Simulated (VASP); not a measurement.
# Mg (P2_1/m) in VASP: notebook

The runs below take Mg through single point, with PBEsol.

All numbers are computed with VASP 6.6.1; they aren't measurements. Logs are shortened: lines on timing, memory, paths and dates and some standing lists are left out, and cuts for length are marked.

**1. The cell of the first run**

The structure is monoclinic, space group P2_1/m (No. 11). Conventional cell: a = 3.209 Å, b = 5.210 Å, c = 3.209 Å, α = 90.00°, β = 120.00°, γ = 90.00°. Mg (site symmetry m) has 12 Mg at 3.04 to 3.33 Å within 4.0 Å.

**2. Single point, PBEsol (atom 1 (Mg) moved by (-0.300, +0.000) A along [1 1 0] and z)**

File INCAR:

```
PREC = Accurate
ENCUT = 520
EDIFF = 1E-6
ISMEAR = 0
SIGMA = 0.15
LREAL = False
LASPH = True
NELM = 80
ALGO = Fast
ISIF = 2
LWAVE = False
LCHARG = False
GGA = PS
NBANDS = 9
```

File KPOINTS:

```
regular mesh
0
Gamma
  18 18 10
```

File POSCAR:

```
Mg
1.0
    3.2092715325      0.0000000000      0.0000000000
   -1.6046357662      2.7793106748      0.0000000000
    0.0000000000      0.0000000000      5.2103300000
Mg
2
Direct
    0.2290708806      0.5903412539      0.2500000000
    0.6666666667      0.3333333333      0.7500000000
```

Potentials or basis: VASP PAW PBE potentials, release 64 (Mg).

Started as:

```sh
$ cat potpaw_PBE.64/Mg/POTCAR > POTCAR
$ mpirun -np 1 vasp_std > vasp.out
```

OUTCAR:

```text
PREC = Accurate
   ENCUT = 520
   EDIFF = 1E-6
   ISMEAR = 0
   LREAL = False
   LASPH = True
   NELM = 80
   ISIF = 2
   GGA = PS

 ion  position               nearest neighbor table
   1  0.229  0.590  0.250-   2 3.04   2 3.04   2 3.26   2 3.26   2 3.33   2 3.33
   2  0.667  0.333  0.750-   1 3.04   1 3.04   1 3.26   1 3.26   1 3.33   1 3.33

  LATTYP: Found a hexagonal cell.
 ALAT       =     3.2092715325
 C/A-ratio  =     1.6235242008

  Lattice vectors:

 A1 = (   3.2092715325,   0.0000000000,   0.0000000000)
 A2 = (  -1.6046357662,   2.7793106748,   0.0000000000)
 A3 = (   0.0000000000,   0.0000000000,   5.2103300000)

Analysis of symmetry for initial positions (statically):
=====================================================================
 Subroutine PRICEL returns:
 Original cell was already a primitive cell.

 Routine SETGRP: Setting up the symmetry group for a
 hexagonal supercell.

 Subroutine GETGRP returns: Found  4 space group operations
 (whereof  1 operations were pure point group operations)
 out of a pool of 24 trial point group operations.

The static configuration has the point symmetry C_1 .
 The point group associated with its full space group is C_2h.

Analysis of symmetry for dynamics (positions and initial velocities):
=====================================================================
 Subroutine PRICEL returns:
 Original cell was already a primitive cell.

 Routine SETGRP: Setting up the symmetry group for a
 hexagonal supercell.

 Subroutine GETGRP returns: Found  4 space group operations
 (whereof  1 operations were pure point group operations)
 out of a pool of 24 trial point group operations.

The dynamic configuration has the point symmetry C_1 .
 The point group associated with its full space group is C_2h.

 Subroutine INISYM returns: Found  4 space group operations
 (whereof  1 operations are pure point group operations),
 and found     1 'primitive' translations

----------------------------------------------------------------------------------------

                                     Primitive cell

  volume of cell :      46.4739

  direct lattice vectors                    reciprocal lattice vectors
     3.209271532  0.000000000  0.000000000     0.311597193  0.179900723  0.000000000
    -1.604635766  2.779310675  0.000000000     0.000000000  0.359801446  0.000000000
     0.000000000  0.000000000  5.210330000     0.000000000  0.000000000  0.191926423

  length of vectors
     3.209271532  3.209271532  5.210330000     0.359801446  0.359801446  0.191926423

  position of ions in fractional coordinates (direct lattice)
     0.229070881  0.590341254  0.250000000
     0.666666667  0.333333333  0.750000000

  ion indices of the primitive-cell ions
   primitive index   ion index
                 1           1
                 2           2

----------------------------------------------------------------------------------------

 KPOINTS: regular mesh

Automatic generation of k-mesh.
 Grid dimensions read from file:
 generate k-points for:   18   18   10

 Generating k-lattice:

  Cartesian coordinates                     Fractional coordinates (reciprocal lattice)
     0.017310955  0.009994485  0.000000000     0.055555556  0.000000000  0.000000000
     0.000000000  0.019988969  0.000000000     0.000000000  0.055555556  0.000000000
     0.000000000  0.000000000  0.019192642     0.000000000  0.000000000  0.100000000

  Length of vectors
     0.019988969  0.019988969  0.019192642

  Shift w.r.t. Gamma in fractional coordinates (k-lattice)
     0.000000000  0.000000000  0.000000000

 Subroutine IBZKPT returns following result:
 ===========================================

 Found    984 irreducible k-points:

 Following reciprocal coordinates:
            Coordinates               Weight
  0.000000  0.000000  0.000000      1.000000
  0.055556  0.000000  0.000000      2.000000
  0.000000  0.055556  0.000000      2.000000
 -0.055556  0.055556  0.000000      2.000000
  0.111111  0.000000  0.000000      2.000000
  0.000000  0.111111  0.000000      2.000000
[... 16 lines left out ...]
  0.444444  0.000000  0.000000      2.000000
  0.000000  0.444444  0.000000      2.000000
 [... further k-points ...]
   k-points           NKPTS =    984   k-points in BZ     NKDIM =    984   number of bands    NBANDS=      9
   number of dos      NEDOS =    301   number of ions     NIONS =      2
   total plane-waves  NPLWV =  23040
   dimension x,y,z NGX =    24 NGY =   24 NGZ =   40
   dimension x,y,z NGXF=    48 NGYF=   48 NGZF=   80
   ions per type =               2
   NGX,Y,Z   is equivalent  to a cutoff of  12.43, 12.43, 12.76 a.u.
   NGXF,Y,Z  is equivalent  to a cutoff of  24.86, 24.86, 25.53 a.u.
 SYSTEM =  unknown system
   PREC   = accura    normal or accurate (medium, high low for compatibility)
   ISTART =      0    job   : 0-new  1-cont  2-samecut
   ICHARG =      2    charge: 1-file 2-atom 10-const
   ISPIN  =      1    spin polarized calculation?
   LNONCOLLINEAR =      F non collinear calculations
   LSORBIT =      F    spin-orbit coupling
   LASPH  =      T    aspherical Exc in radial PAW
   ENCUT  =  520.0 eV  38.22 Ry    6.18 a.u.   5.97  5.97  9.69*2*pi/ulx,y,z
   NELM   =     80;   NELMIN=  2; NELMDL= -5     # of ELM steps
   EDIFF  = 0.1E-05   stopping-criterion for ELM
   LREAL  =      F    real-space projection
   EDIFFG = 0.1E-04   stopping-criterion for IOM
   NSW    =      0    number of steps for IOM
   IBRION =     -1    ionic relax: 0-MD 1-quasi-New 2-CG
   NFREE  =      0    steps in history (QN), initial steepest desc. (CG)
   ISIF   =      2    stress and relaxation
   ISYM   =      2    0-nonsym 1-usesym 2-fastsym
   POTIM  = 0.5000    time-step for ionic-motion
   TEBEG  =    0.0;   TEEND  =   0.0 temperature during run
   PSTRESS=    0.0 pullay stress
   NELECT =       4.0000    total number of electrons
   NUPDOWN=      -1.0000    fix difference up-down
   EMIN   =  10.00;   EMAX   =-10.00  energy-range for DOS
   EFERMI =   0.00;   METHOD = LEGACY
   ISMEAR =     0;   SIGMA  =   0.15  broadening in eV -4-tet -1-fermi 0-gaus
   EFERMI_NEDOS =   21; number of points for ismear=-14 and -15
   IALGO  =     68    algorithm
   IMIX   =      4    mixing-type and parameters
     AMIX     =   0.40;   BMIX     =  1.00
     AMIX_MAG =   1.60;   BMIX_MAG =  1.00
  volume/ion in A,a.u.               =      23.24       156.81
  Fermi-wavevector in a.u.,A,eV,Ry     =   0.722812  1.365916  7.108458  0.522457
  Thomas-Fermi vector in A             =   1.812869
   LORBIT       =      0    0 simple, 1 ext, 2 COOP (PROOUT), +10 PAW based schemes
   GGA     = PS    functional components
   LHFCALC =     F    Hartree Fock is set to
   AEXX    =    0.0000 exact exchange contribution
   IVDW    =     0    specifies the selected vdW correction
   LEPSILON=     F    determine dielectric tensor
   LRPA    =     F    only Hartree local field effects (RPA)
 non-spin polarized calculation
 RMM-DIIS sequential band-by-band and
 Gauss-broadening in eV      SIGMA  =   0.15
  energy-cutoff  :      520.00
  volume of cell :       46.47
 maximum number of plane-waves:      1276
   NGX = 11   NGY = 11   NGZ = 19

 number of electron       4.0000000 magnetization

 Free energy of the ion-electron system (eV)
  ---------------------------------------------------
  ext. energy  EPLUGINS =         0.00000000
  ---------------------------------------------------
  free energy    TOTEN  =        -3.41261425 eV

  energy without entropy =       -3.40244599  energy(sigma->0) =       -3.40753012

 E-fermi :   2.5216     XC(G=0):  -8.4950

 val. band max:        2.5200559314   @ k =   0.0000   0.3889   0.1000
 cond. band min:       2.5249040701   @ k =   0.2222   0.2778  -0.2000
 fundamental gap:      0.0048481387
 Fermi energy:         2.5215924422

 k-point     1 :       0.0000    0.0000    0.0000
  band No.  band energies     occupation
      1      -4.3479      2.00000
      2       0.8588      2.00000
      3       1.2933      2.00000
      4      13.3484      0.00000
      5      13.3955      0.00000
      6      13.4508      0.00000
      7      13.4583      0.00000
      8      14.4229      0.00000
      9      15.5847      0.00000

 k-point     2 :       0.0556    0.0000    0.0000
  band No.  band energies     occupation
      1      -4.2876      2.00000
      2       0.9138      2.00000
      3       1.3518      2.00000
      4      12.0425      0.00000
      5      12.5724      0.00000
      6      13.1606      0.00000
      7      14.3671      0.00000
      8      15.1619      0.00000
      9      16.2094      0.00000

 k-point     3 :       0.0000    0.0556    0.0000
  band No.  band energies     occupation
      1      -4.2876      2.00000
      2       0.9138      2.00000
      3       1.3522      2.00000
      4      11.9024      0.00000
      5      12.5851      0.00000
      6      13.3952      0.00000
      7      14.3527      0.00000
      8      14.9618      0.00000
      9      16.2950      0.00000

 k-point     4 :      -0.0556    0.0556    0.0000
  band No.  band energies     occupation
      1      -4.2876      2.00000
      2       0.9138      2.00000
      3       1.3521      2.00000
      4      11.9422      0.00000
      5      12.5911      0.00000
      6      13.3088      0.00000
      7      14.3530      0.00000
      8      15.0187      0.00000
      9      16.3012      0.00000

 k-point     5 :       0.1111    0.0000    0.0000
  band No.  band energies     occupation
      1      -4.1070      2.00000
      2       1.0790      2.00000
      3       1.5264      2.00000
      4      10.3334      0.00000
      5      11.8163      0.00000
      6      12.4997      0.00000
      7      14.8163      0.00000
      8      15.0881      0.00000
      9      15.3156      0.00000

 k-point     6 :       0.0000    0.1111    0.0000
  band No.  band energies     occupation
      1      -4.1071      2.00000
      2       1.0792      2.00000
      3       1.5281      2.00000
      4      10.2187      0.00000
      5      11.8240      0.00000
      6      12.6087      0.00000
      7      15.0081      0.00000
      8      15.0507      0.00000
      9      15.4443      0.00000
[... 169 lines left out ...]
 k-point    21 :       0.0000    0.3889    0.0000
  band No.  band energies     occupation
      1      -1.4378      2.00000
      2       2.6094      0.40776
      3       3.5589      0.00000
      4       4.2790      0.00000
      5       7.6098      0.00000
      6       7.9598      0.00000
      7       9.5506      0.00000
      8      11.1544      0.00000
      9      13.9353      0.00000

 k-point    22 :      -0.3889    0.3889    0.0000
  band No.  band energies     occupation
      1      -1.4383      2.00000
      2       2.5833      0.56052
      3       3.5603      0.00000
      4       4.3362      0.00000
      5       7.5893      0.00000
      6       7.9874      0.00000
      7       9.5762      0.00000
      8      10.9698      0.00000
      9      14.0172      0.00000

 k-point    23 :       0.4444    0.0000    0.0000
  band No.  band energies     occupation
      1      -0.5686      2.00000
      2       1.4626      2.00000
      3       4.3935      0.00000
      4       5.1516      0.00000
      5       6.3889      0.00000
      6       7.0158      0.00000
      7       9.3983      0.00000
      8      10.5171      0.00000
      9      13.7752      0.00000

 k-point    24 :       0.0000    0.4444    0.0000
  band No.  band energies     occupation
      1      -0.5646      2.00000
      2       1.4872      2.00000
      3       4.3729      0.00000
      4       5.0020      0.00000
      5       6.4589      0.00000
      6       6.9681      0.00000
      7       9.3984      0.00000
      8      10.8941      0.00000
      9      13.7645      0.00000

 [... further k-points ...]
[... 5 lines left out ...]
  --------------------------------------------------------------------------------------
  -------------------------------------------------------------------------------------
  Total       -0.1901163     -0.4859166     -0.1493278      0.1317589      0.0000000      0.0000000
  in kB       -6.5542219    -16.7518788     -5.1480479      4.5423620      0.0000000      0.0000000
  external PRESSURE =      -9.4847162 kB  Pullay stress =       0.0000000 kB

 VOLUME and BASIS-vectors are now :
 -----------------------------------------------------------------------------
  energy-cutoff  :      520.00
  volume of cell :       46.47
      direct lattice vectors                 reciprocal lattice vectors
     3.209271532  0.000000000  0.000000000     0.311597193  0.179900723  0.000000000
    -1.604635766  2.779310675  0.000000000     0.000000000  0.359801446  0.000000000
     0.000000000  0.000000000  5.210330000     0.000000000  0.000000000  0.191926423

 POSITION                                       TOTAL-FORCE (eV/Angst)
 -----------------------------------------------------------------------------------
     -0.21213      1.64074      1.30258         0.196808      0.135294      0.000000
      1.60464      0.92644      3.90775        -0.196808     -0.135294     -0.000000
 -----------------------------------------------------------------------------------
    total drift:                                0.000000     -0.000000     -0.000000

  FREE ENERGIE OF THE ION-ELECTRON SYSTEM (eV)
  ---------------------------------------------------
  free  energy   TOTEN  =        -3.4126142506 eV

  energy  without entropy=       -3.4024459896  energy(sigma->0) =       -3.40753012
```

It took 2.3 min on 1 thread of Intel Xeon Platinum 8259CL at 2.50GHz (Skylake/Cascade Lake), shared host; peak memory 0.48 GiB.

What came out:

```
Free energy            : -3.4126 eV
Pressure               : -0.9 GPa
Largest force          : 0.239 eV/Å
Band gap on the k mesh : zero (bands 2 and 3 overlap by 2.21 eV)
```

Forces on the atoms (eV/Å):
```
Mg   0.197  0.135  0.000
Mg  -0.197 -0.135  0.000
```

Levels at points of the mesh, in eV from the Fermi level:
```tsv
k point	band 1	band 2	band 3	band 4	band 5
(0.00, 0.00, 0.00)	-6.87	-1.66	-1.23	10.83	10.87
(0.50, 0.00, 0.00)	-2.12	-2.11	2.79	2.84	3.48
(0.00, 0.50, 0.00)	-2.11	-2.11	2.55	3.10	3.13
(0.50, 0.50, 0.00)	-2.11	-2.11	2.60	3.06	3.19
(0.00, 0.00, 0.50)	-5.49	-5.49	4.99	4.99	11.57
(0.50, 0.00, 0.50)	-1.12	-1.12	-0.39	-0.39	7.87
(0.00, 0.50, 0.50)	-1.03	-1.03	-0.50	-0.50	7.88
(0.50, 0.50, 0.50)	-1.07	-1.07	-0.46	-0.46	7.84
```

Caveat: the cell differs from its parent crystal (atom 1 (Mg) moved by (-0.300, +0.000) A along [1 1 0] and z); the PAW data sets were made with another functional, which shifts forces and pressure a little.

(Continued in part 2 of 3.)
